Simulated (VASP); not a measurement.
# TiSi (Pnma) in VASP: a series of runs, part 2 of 2

VASP 6.6.1. Earlier steps stand in the parts before.

**5. Single point, PBEsol (strain +0.0750 x Voigt [0, 0, 1, 0, 0, 0])**

INCAR reads:

```
PREC = Accurate
ENCUT = 520
EDIFF = 1E-6
ISMEAR = 0
SIGMA = 0.15
LREAL = F
LASPH = T
NELM = 100
ALGO = Normal
ISIF = 2
LWAVE = F
LCHARG = F
GGA = PS
NBANDS = 42
```

KPOINTS reads:

```
Automatic mesh
0
Gamma
  6 12 8
```

POSCAR reads:

```
TiSi
1.0
    6.4518128620      0.0000000000      0.0000000000
    0.0000000000      3.6224438893      0.0000000000
    0.0000000000      0.0000000000      5.3360822183
Ti Si
4 4
Direct
    0.6761122807      0.2500000000      0.3705866206
    0.3238877193      0.7500000000      0.6294133794
    0.8238877193      0.7500000000      0.8705866206
    0.1761122807      0.2500000000      0.1294133794
    0.5441211300      0.2500000000      0.8536272412
    0.4558788700      0.7500000000      0.1463727588
    0.9558788700      0.7500000000      0.3536272412
    0.0441211300      0.2500000000      0.6463727588
```

Started as:

```
$ cat potpaw_PBE.64/Ti_sv/POTCAR potpaw_PBE.64/Si/POTCAR > POTCAR
$ mpirun -np 1 vasp_std > vasp.out
```

It took 9.3 min on 1 thread of Oxide Virtual Turin-like, shared host; peak memory 0.58 GiB.

It converged, with:

```
Free energy            : -62.5871 eV
Pressure               : -9.0 GPa
Largest force          : 0.359 eV/Å
Band gap on the k mesh : zero (band 32 reaches 9.22 eV, above the bottom of band 33 at 8.96 eV)
```

Forces in eV/Å, atoms in the order of the input:
```
Ti  -0.338  0.000  0.121
Ti   0.338  0.000 -0.121
Ti   0.338  0.000  0.121
Ti  -0.338  0.000 -0.121
Si  -0.083  0.000  0.041
Si   0.083  0.000 -0.041
Si   0.083  0.000  0.041
Si  -0.083  0.000 -0.041
```

Stress tensor (GPa, compression positive):
```
 -3.34   0.00   0.00
  0.00  -4.31   0.00
  0.00   0.00 -19.24
```

Levels at points of the mesh, in eV from the Fermi level:
```csv
k point,band 29,band 30,band 31,band 32,band 33,band 34,band 35,band 36
"(0.00, 0.00, 0.00)",-0.55,-0.54,-0.17,-0.10,0.20,0.67,0.69,0.76
"(0.50, 0.00, 0.00)",-0.67,-0.67,-0.49,-0.49,0.48,0.48,0.68,0.68
"(0.00, 0.50, 0.00)",-1.58,-1.58,-1.49,-1.49,1.30,1.30,1.59,1.59
"(0.50, 0.50, 0.00)",-1.59,-1.59,-1.59,-1.59,1.55,1.55,1.55,1.55
"(0.00, 0.00, 0.50)",-0.88,-0.88,-0.06,-0.06,0.47,0.47,0.62,0.62
"(0.50, 0.00, 0.50)",-0.84,-0.84,-0.52,-0.52,0.28,0.28,0.72,0.72
"(0.00, 0.50, 0.50)",-0.45,-0.45,-0.44,-0.44,-0.10,-0.10,0.61,0.61
"(0.50, 0.50, 0.50)",-1.32,-1.32,-1.32,-1.32,1.23,1.23,1.23,1.23
```

Caveat: the cell differs from its parent crystal (strain +0.0750 x Voigt [0, 0, 1, 0, 0, 0]); the PAW data sets were made with another functional, which shifts forces and pressure a little.

**6. Single point, PBEsol (strain +0.0875 x Voigt [0, 0, 1, 0, 0, 0])**

INCAR reads:

```
  PREC = Accurate
  ENCUT = 520
  EDIFF = 1E-6
  ISMEAR = 0
  SIGMA = 0.15
  LREAL = F
  LASPH = T
  NELM = 60
  ALGO = Normal
  ISIF = 2
  LWAVE = F
  LCHARG = T
  GGA = PS
  LELF = T
  LVHAR = T
  NBANDS = 42
```

KPOINTS is that of step 5.

Edit POSCAR of step 5 so:

```diff
@@ -4,3 +4,3 @@
     0.0000000000      3.6224438893      0.0000000000
-    0.0000000000      0.0000000000      5.3360822183
+    0.0000000000      0.0000000000      5.3981296860
 Ti Si
```

Potentials or basis: VASP PAW PBE potentials, release 64 (Ti_sv, Si).

Started as:

```
$ cat potpaw_PBE.64/Ti_sv/POTCAR potpaw_PBE.64/Si/POTCAR > POTCAR
$ mpirun -np 1 vasp_std > vasp.out
```

It took 10 min on 1 thread of Oxide Virtual Turin-like, shared host; peak memory 0.58 GiB.

Results (log left out):

| Item | Value |
| --- | --- |
| Free energy | -62.4043 eV |
| Pressure | -10.0 GPa |
| Largest force | 0.392 eV/Å |
| Band gap on the k mesh | zero (band 32 reaches 9.08 eV, above the bottom of band 33 at 8.83 eV) |

Forces on the atoms (eV/Å):
```
Ti  -0.372  0.000  0.124
Ti   0.372  0.000 -0.124
Ti   0.372  0.000  0.124
Ti  -0.372  0.000 -0.124
Si  -0.106  0.000  0.049
Si   0.106  0.000 -0.049
Si   0.106  0.000  0.049
Si  -0.106  0.000 -0.049
```

Stress tensor (GPa, compression positive):
```
 -3.80   0.00   0.00
  0.00  -4.96   0.00
  0.00   0.00 -21.21
```

Levels at points of the mesh, in eV from the Fermi level:
| k point | band 28 | band 29 | band 30 | band 31 | band 32 | band 33 | band 34 | band 35 | band 36 | band 37 |
| --- | --- | --- | --- | --- | --- | --- | --- | --- | --- | --- |
| (0.00, 0.00, 0.00) | -1.74 | -0.54 | -0.52 | -0.14 | -0.08 | 0.16 | 0.67 | 0.71 | 0.78 | 0.87 |
| (0.50, 0.00, 0.00) | -1.89 | -0.65 | -0.65 | -0.49 | -0.49 | 0.48 | 0.48 | 0.69 | 0.69 | 1.29 |
| (0.00, 0.50, 0.00) | -1.83 | -1.57 | -1.57 | -1.47 | -1.47 | 1.27 | 1.27 | 1.54 | 1.54 | 1.76 |
| (0.50, 0.50, 0.00) | -2.66 | -1.57 | -1.57 | -1.57 | -1.57 | 1.52 | 1.52 | 1.52 | 1.52 | 1.93 |
| (0.00, 0.00, 0.50) | -1.13 | -0.89 | -0.89 | -0.03 | -0.03 | 0.48 | 0.48 | 0.59 | 0.59 | 1.25 |
| (0.50, 0.00, 0.50) | -2.04 | -0.82 | -0.82 | -0.50 | -0.50 | 0.26 | 0.26 | 0.72 | 0.72 | 1.38 |
| (0.00, 0.50, 0.50) | -2.20 | -0.44 | -0.44 | -0.44 | -0.44 | -0.11 | -0.11 | 0.59 | 0.59 | 1.73 |
| (0.50, 0.50, 0.50) | -2.13 | -1.31 | -1.31 | -1.31 | -1.31 | 1.22 | 1.22 | 1.22 | 1.22 | 1.70 |

Caveat: the cell differs from its parent crystal (strain +0.0875 x Voigt [0, 0, 1, 0, 0, 0]); the PAW data sets were made with another functional, which shifts forces and pressure a little.

**7. The runs side by side**

```csv
cell,gap on the mesh (eV),pressure (GPa),largest force (eV/Å)
"a = 6.452, b = 3.622, c = 5.460 Å, 8 atoms",none,-10.9,0.42
"a = 6.452, b = 3.622, c = 4.716 Å, 8 atoms",none,10.1,0.46
"a = 6.452, b = 3.622, c = 4.840 Å, 8 atoms",none,4.6,0.20
"a = 6.452, b = 3.622, c = 5.336 Å, 8 atoms",none,-9.0,0.36
"a = 6.452, b = 3.622, c = 5.398 Å, 8 atoms",none,-10.0,0.39
```

Alike in all rows: task single point; level PBEsol; potentials or basis VASP PAW PBE potentials, release 64 (Ti_sv, Si); no spin polarisation; k mesh 6 × 12 × 8; cutoff (eV) 520; smearing gaussian 0.15 eV.

Caveats: the PAW data sets were made with another functional, which shifts forces and pressure a little.

Total energies depend on the potentials used, so only differences within one code and one set of settings carry meaning.
